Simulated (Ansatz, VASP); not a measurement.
## Two plane-wave programs on Na

```
Na
1.0
    -1.94409    1.94409    1.94409
     1.94409   -1.94409    1.94409
     1.94409    1.94409   -1.94409
Na
1
Direct
  0.00000 0.00000 0.00000
```

Alike in both runs: task single point; functional LDA; k mesh 18 × 18 × 18; occupations fermi-dirac, width 0.1 eV; no spin polarisation.

```csv
,VASP,Ansatz
version,VASP 6.6.1,Ansatz 0.2.0
potentials or method,"VASP PAW LDA potentials, release 64 (Na_pv), cutoff 520 eV","plane waves (420 eV) with PAW, scalar-relativistic"
valence electrons in the cell,7,9
```

Ansatz gave:

```
pressure (GPa) : 1.5
```

**Question.** Which values does VASP return?

**Answer.** Pressure (GPa): 1.4.

Ansatz warns that its potentials were made for another functional, while VASP's fit it. LDA's correlation is that of Perdew and Zunger in VASP and of Perdew and Wang (1992) in Ansatz. VASP's potentials hold 7 valence electrons a cell and Ansatz's 9, so a difference there can come from the potentials and not from the codes.
